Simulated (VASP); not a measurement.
Input of a VASP 6.6.1 run:

The input INCAR:

```
PREC = Accurate
ENCUT = 500
EDIFF = 1E-6
ISMEAR = 0
SIGMA = 0.05
LREAL = F
LASPH = T
NELM = 120
ALGO = Normal
ISIF = 2
LWAVE = F
LCHARG = F
GGA = PE
NBANDS = 18
GGA_COMPAT = F
```

KPOINTS

```
regular mesh
0
Gamma
  10 10 8
```

Contents of POSCAR:

```
BiTe
1.0
    4.0394013514      0.0000000000      0.0000000000
   -2.0197006757      3.4982241863      0.0000000000
    0.0000000000      0.0000000000      4.4286957600
Bi Te
1 1
Direct
    0.0000000000      0.0000000000      0.0000000000
    0.6666666667      0.3333333333      0.5000000000
```

Potentials or basis: VASP PAW PBE potentials, release 64 (Bi_d, Te).

Command:

```bash
$ cat potpaw_PBE.64/Bi_d/POTCAR potpaw_PBE.64/Te/POTCAR > POTCAR
$ mpirun -np 1 vasp_std > vasp.out
```

**Question.** What does it give for the pressure?

**Answer.** 2.6 GPa.

Stress tensor (GPa, compression positive):
```
2.59 0.00 0.00
0.00 2.59 0.00
0.00 0.00 2.70
```
